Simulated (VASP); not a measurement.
Input of a VASP 6.6.1 run:

INCAR

```
ALGO     = Normal         # electronic algorithm
EDIFF    = 1E-6           # SCF threshold, eV
ENCUT    = 520            # plane-wave cutoff, eV
GGA      = PS             # functional
ISIF     = 2              # what is computed and relaxed
ISMEAR   = -1             # smearing method
LASPH    = T              # aspherical terms in the spheres
LCHARG   = F              # write CHGCAR
LREAL    = F              # projectors in reciprocal space
LWAVE    = F              # write WAVECAR
NBANDS   = 17             # bands
NELM     = 100            # most SCF steps
PREC     = Accurate       # precision mode
SIGMA    = 0.1            # smearing width, eV
```

KPOINTS

```
k-points
0
Gamma
  17 17 9
```

File POSCAR:

```
Ni
1.0
    2.4104435840      0.0000000000      0.0000000000
   -1.2052217920      2.0875053782      0.0000000000
    0.0000000000      0.0000000000      3.9632325658
Ni
2
Direct
    0.3333333333      0.6666666667      0.2500000000
    0.6666666667      0.3333333333      0.7500000000
```

Potentials or basis: VASP PAW PBE potentials, release 64 (Ni).

Run with:

```bash
$ cat potpaw_PBE.64/Ni/POTCAR > POTCAR
$ mpirun -np 1 vasp_std > vasp.out
```

Problem. Predict the pressure.

Solution. 10.2 GPa.

Problem. Estimate the band gap on the k mesh.

Solution. Zero (band 10 reaches 10.45 eV, above the bottom of band 11 at 9.90 eV).

Caveat: the PAW data sets were made with another functional, which shifts forces and pressure a little; the run has no spin polarisation, though such a crystal can be magnetic. Spin polarisation is off, so any magnetic state and its effect on volume and gap are missing.
